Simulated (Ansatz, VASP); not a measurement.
**One calculation of As, two programs**

```
As
1.0
     5.21022    0.00000    0.00000
    -2.60511    4.51218    0.00000
     0.00000    0.00000    3.03458
As
3
Direct
  0.00000 0.00000 0.00000
  0.33333 0.66667 0.50000
  0.66667 0.33333 0.50000
```

Alike in both runs: task single point; functional BLYP; k mesh 8 × 8 × 12; occupations fermi-dirac, width 0.1 eV; no spin polarisation.

|  | VASP | Ansatz |
| --- | --- | --- |
| version | VASP 6.6.1 | Ansatz 0.2.0 |
| potentials or method | VASP PAW PBE potentials, release 64 (As), cutoff 520 eV | plane waves (420 eV) with PAW, scalar-relativistic |
| valence electrons in the cell | 15 | 45 |

```csv
,VASP,Ansatz,Ansatz less VASP
pressure (GPa),-5.4,-5.5,-0.12
"traceless stress, the component that is largest in VASP (GPa)",-0.41,-0.41,0.000
```

VASP's potentials were made for PBE, not for BLYP. VASP's potentials hold 15 valence electrons a cell and Ansatz's 45, so a difference there can come from the potentials and not from the codes.
